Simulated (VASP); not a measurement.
# Al3Ga2P5 (I-4m2) in VASP: notebook, part 2 of 2

VASP 6.6.1.

## 3. Single point, PBE

This run uses another cell than the first one, of 20.86 Å³/atom.

INCAR reads:

```
ALGO = Normal
EDIFF = 1E-6
ENCUT = 520
GGA = PE
ISIF = 2
ISMEAR = 0
LASPH = True
LCHARG = False
LREAL = False
LWAVE = False
NBANDS = 41
NELM = 100
PREC = Accurate
SIGMA = 0.1
```

KPOINTS reads:

```
k-points
0
Gamma
  6 6 6
```

POSCAR reads:

```
Al3Ga2P5
1.0
   -1.9483598386      1.9483598386     13.7386448918
    1.9483598386     -1.9483598386     13.7386448918
    1.9483598386      1.9483598386    -13.7386448918
Al Ga P
3 2 5
Direct
    0.2000023375      0.2000023375      0.0000000000
    0.7999976625      0.7999976625      0.0000000000
    0.0000000000      0.0000000000      0.0000000000
    0.5999920597      0.5999920597      0.0000000000
    0.4000079403      0.4000079403      0.0000000000
    0.2500000000      0.7500000000      0.5000000000
    0.8497809490      0.3497809490      0.5000000000
    0.4502396632      0.9502396632      0.5000000000
    0.0497603368      0.5497603368      0.5000000000
    0.6502190510      0.1502190510      0.5000000000
```

Potentials or basis: VASP PAW PBE potentials, release 64 (Al, Ga_d, P).

The run is started by

```console
$ cat potpaw_PBE.64/Al/POTCAR potpaw_PBE.64/Ga_d/POTCAR potpaw_PBE.64/P/POTCAR > POTCAR
$ mpirun -np 1 vasp_std > vasp.out
```

OUTCAR:

```text
EDIFF = 1E-6
   ENCUT = 520
   GGA = PE
   ISIF = 2
   ISMEAR = 0
   LASPH = True
   LREAL = False
   NELM = 100
   PREC = Accurate

 ion  position               nearest neighbor table
   1  0.200  0.200  0.000-  10 2.38  10 2.38   6 2.38   6 2.38
   2  0.800  0.800  0.000-   7 2.38   7 2.38   6 2.38   6 2.38
   3  0.000  0.000  0.000-   9 2.38   8 2.38   9 2.38   8 2.38
   4  0.600  0.600  0.000-  10 2.39  10 2.39   9 2.39   9 2.39
   5  0.400  0.400  0.000-   7 2.39   7 2.39   8 2.39   8 2.39
   6  0.250  0.750  0.500-   2 2.38   1 2.38   2 2.38   1 2.38
   7  0.850  0.350  0.500-   2 2.38   2 2.38   5 2.39   5 2.39
   8  0.450  0.950  0.500-   3 2.38   3 2.38   5 2.39   5 2.39
   9  0.050  0.550  0.500-   3 2.38   3 2.38   4 2.39   4 2.39
  10  0.650  0.150  0.500-   1 2.38   1 2.38   4 2.39   4 2.39

  LATTYP: Found a body centered tetragonal cell.
 ALAT       =     3.8967196772
 C/A-ratio  =     7.0513899022

  Lattice vectors:

 A1 = (  -1.9483598386,   1.9483598386,  13.7386448918)
 A2 = (   1.9483598386,  -1.9483598386,  13.7386448918)
 A3 = (   1.9483598386,   1.9483598386, -13.7386448918)

Analysis of symmetry for initial positions (statically):
=====================================================================
 Subroutine PRICEL returns:
 Original cell was already a primitive cell.

 Routine SETGRP: Setting up the symmetry group for a
 body centered tetragonal supercell.

 Subroutine GETGRP returns: Found  8 space group operations
 (whereof  8 operations were pure point group operations)
 out of a pool of 16 trial point group operations.

The static configuration has the point symmetry D_2d.

Analysis of symmetry for dynamics (positions and initial velocities):
=====================================================================
 Subroutine PRICEL returns:
 Original cell was already a primitive cell.

 Routine SETGRP: Setting up the symmetry group for a
 body centered tetragonal supercell.

 Subroutine GETGRP returns: Found  8 space group operations
 (whereof  8 operations were pure point group operations)
 out of a pool of 16 trial point group operations.

The dynamic configuration has the point symmetry D_2d.

 Subroutine INISYM returns: Found  8 space group operations
 (whereof  8 operations are pure point group operations),
 and found     1 'primitive' translations

----------------------------------------------------------------------------------------

                                     Primitive cell

  volume of cell :     208.6134

  direct lattice vectors                    reciprocal lattice vectors
    -1.948359839  1.948359839 13.738644892     0.000000000  0.256626107  0.036393691
     1.948359839 -1.948359839 13.738644892     0.256626107  0.000000000  0.036393691
     1.948359839  1.948359839-13.738644892     0.256626107  0.256626107  0.000000000

  length of vectors
    14.012229501 14.012229501 14.012229501     0.259193865  0.259193865  0.362924121

  position of ions in fractional coordinates (direct lattice)
     0.200002338  0.200002338  0.000000000
     0.799997662  0.799997662  0.000000000
[... 72 lines left out ...]
 -0.333333 -0.333333  0.166667      8.000000
 -0.166667 -0.333333  0.166667      8.000000
 [... further k-points ...]
   k-points           NKPTS =     30   k-points in BZ     NKDIM =     30   number of bands    NBANDS=     41
   number of dos      NEDOS =    301   number of ions     NIONS =     10
   total plane-waves  NPLWV = ******
   dimension x,y,z NGX =   108 NGY =  108 NGZ =  108
   dimension x,y,z NGXF=   216 NGYF=  216 NGZF=  216
   ions per type =               3   2   5
   NGX,Y,Z   is equivalent  to a cutoff of  12.81, 12.81, 12.81 a.u.
   NGXF,Y,Z  is equivalent  to a cutoff of  25.63, 25.63, 25.63 a.u.
 SYSTEM =  unknown system
   PREC   = accura    normal or accurate (medium, high low for compatibility)
   ISTART =      0    job   : 0-new  1-cont  2-samecut
   ICHARG =      2    charge: 1-file 2-atom 10-const
   ISPIN  =      1    spin polarized calculation?
   LNONCOLLINEAR =      F non collinear calculations
   LSORBIT =      F    spin-orbit coupling
   LASPH  =      T    aspherical Exc in radial PAW
   ENCUT  =  520.0 eV  38.22 Ry    6.18 a.u.  26.05 26.05 26.05*2*pi/ulx,y,z
   NELM   =    100;   NELMIN=  2; NELMDL= -5     # of ELM steps
   EDIFF  = 0.1E-05   stopping-criterion for ELM
   LREAL  =      F    real-space projection
   EDIFFG = 0.1E-04   stopping-criterion for IOM
   NSW    =      0    number of steps for IOM
   IBRION =     -1    ionic relax: 0-MD 1-quasi-New 2-CG
   NFREE  =      0    steps in history (QN), initial steepest desc. (CG)
   ISIF   =      2    stress and relaxation
   ISYM   =      2    0-nonsym 1-usesym 2-fastsym
   POTIM  = 0.5000    time-step for ionic-motion
   TEBEG  =    0.0;   TEEND  =   0.0 temperature during run
   PSTRESS=    0.0 pullay stress
   NELECT =      60.0000    total number of electrons
   NUPDOWN=      -1.0000    fix difference up-down
   EMIN   =  10.00;   EMAX   =-10.00  energy-range for DOS
   EFERMI =   0.00;   METHOD = LEGACY
   ISMEAR =     0;   SIGMA  =   0.10  broadening in eV -4-tet -1-fermi 0-gaus
   EFERMI_NEDOS =   21; number of points for ismear=-14 and -15
   IALGO  =     38    algorithm
   IMIX   =      4    mixing-type and parameters
     AMIX     =   0.40;   BMIX     =  1.00
     AMIX_MAG =   1.60;   BMIX_MAG =  1.00
  volume/ion in A,a.u.               =      20.86       140.78
  Fermi-wavevector in a.u.,A,eV,Ry     =   1.080632  2.042098 15.888416  1.167766
  Thomas-Fermi vector in A             =   2.216628
   LORBIT       =      0    0 simple, 1 ext, 2 COOP (PROOUT), +10 PAW based schemes
   GGA     = PE    functional components
   LHFCALC =     F    Hartree Fock is set to
   AEXX    =    0.0000 exact exchange contribution
   IVDW    =     0    specifies the selected vdW correction
   LEPSILON=     F    determine dielectric tensor
   LRPA    =     F    only Hartree local field effects (RPA)
 non-spin polarized calculation
 Gauss-broadening in eV      SIGMA  =   0.10
  energy-cutoff  :      520.00
  volume of cell :      208.61
 maximum number of plane-waves:      5635
 NGX is ok and might be reduce to   108
   NGX = 53   NGY = 53   NGZ = 53

 number of electron      60.0000004 magnetization

 Free energy of the ion-electron system (eV)
  ---------------------------------------------------
  ext. energy  EPLUGINS =         0.00000000
  ---------------------------------------------------
  free energy    TOTEN  =       -49.34615390 eV

  energy without entropy =      -49.34615390  energy(sigma->0) =      -49.34615390

 E-fermi :   4.7947     XC(G=0):  -9.3455

 val. band max:        4.3500970870   @ k =   0.0000   0.0000   0.0000
 cond. band min:       5.9988815506   @ k =   0.5000   0.5000   0.0000
 fundamental gap:      1.6487844637
 Fermi energy:         4.7947043443

 k-point     1 :       0.0000    0.0000    0.0000
  band No.  band energies     occupation
      1      -9.9625      2.00000
      2      -9.9603      2.00000
      3      -9.8811      2.00000
      4      -9.8811      2.00000
      5      -9.8808      2.00000
      6      -9.8808      2.00000
[... 1045 lines left out ...]
     40       8.9563      0.00000
     41       9.0260      0.00000

 [... further k-points ...]

------------------------ aborting loop because EDIFF is reached ----------------------------------------

  FORCE on cell =-STRESS in cart. coord.  units (eV):
  Direction    XX          YY          ZZ          XY          YZ          ZX
  --------------------------------------------------------------------------------------
  -------------------------------------------------------------------------------------
  Total        0.0422516      0.0422516      0.0645084      0.0000000      0.0000000      0.0000000
  in kB        0.3244978      0.3244978      0.4954325      0.0000000      0.0000000      0.0000000
  external PRESSURE =       0.3814760 kB  Pullay stress =       0.0000000 kB

 VOLUME and BASIS-vectors are now :
 -----------------------------------------------------------------------------
  energy-cutoff  :      520.00
  volume of cell :      208.61
      direct lattice vectors                 reciprocal lattice vectors
    -1.948359839  1.948359839 13.738644892     0.000000000  0.256626107  0.036393691
     1.948359839 -1.948359839 13.738644892     0.256626107  0.000000000  0.036393691
     1.948359839  1.948359839-13.738644892     0.256626107  0.256626107  0.000000000

 POSITION                                       TOTAL-FORCE (eV/Angst)
 -----------------------------------------------------------------------------------
      0.00000      0.00000      5.49552        -0.000000      0.000000      0.000997
      0.00000      0.00000     21.98177        -0.000000      0.000000     -0.000997
      0.00000      0.00000      0.00000        -0.000000      0.000000      0.000000
      0.00000      0.00000     16.48616        -0.000000      0.000000     -0.000715
      0.00000      0.00000     10.99113        -0.000000      0.000000      0.000715
      1.94836      0.00000      6.86932        -0.000000      0.000000      0.000000
      0.00000      1.94836      9.61103         0.000000     -0.000000     -0.007782
      1.94836      0.00000     12.37137         0.000000      0.000000      0.007330
      1.94836      0.00000      1.36728        -0.000000      0.000000     -0.007330
      0.00000      1.94836      4.12761         0.000000     -0.000000      0.007782
 -----------------------------------------------------------------------------------
    total drift:                               -0.000001      0.000001     -0.000000

  FREE ENERGIE OF THE ION-ELECTRON SYSTEM (eV)
  ---------------------------------------------------
  free  energy   TOTEN  =       -49.3461538963 eV

  energy  without entropy=      -49.3461538963  energy(sigma->0) =      -49.34615390
```

Run time: 49 min. Hardware: 1 thread of Intel Xeon Platinum 8259CL at 2.50GHz (Skylake/Cascade Lake), shared host; peak memory 2 GiB.

Results:

```
Free energy            : -49.3462 eV
Pressure               : 0.0 GPa
Largest force          : 0.008 eV/Å
Band gap on the k mesh : 1.65 eV (least direct gap 1.65 eV)
```

Forces on the atoms (eV/Å):
```
Al   0.000  0.000  0.001
Al   0.000  0.000 -0.001
Al   0.000  0.000  0.000
Ga   0.000  0.000 -0.001
Ga   0.000  0.000  0.001
P    0.000  0.000  0.000
P    0.000  0.000 -0.008
P    0.000  0.000  0.007
P    0.000  0.000 -0.007
P    0.000  0.000  0.008
```

Levels at points of the mesh, in eV from the valence-band top:
```csv
k point,band 26,band 27,band 28,band 29,band 30,band 31,band 32,band 33,band 34,band 35
"(0.00, 0.00, 0.00)",-0.97,-0.97,-0.02,0.00,0.00,1.65,1.87,2.22,2.51,2.85
"(0.50, 0.00, 0.00)",-0.97,-0.94,-0.89,-0.86,-0.84,2.06,2.85,3.04,3.47,3.54
"(0.50, 0.50, 0.00)",-2.60,-2.54,-2.53,-2.25,-2.25,1.65,2.04,2.32,2.44,2.92
"(0.50, 0.50, 0.50)",-0.84,-0.40,-0.40,-0.31,-0.31,1.67,2.05,2.06,2.40,3.28
```
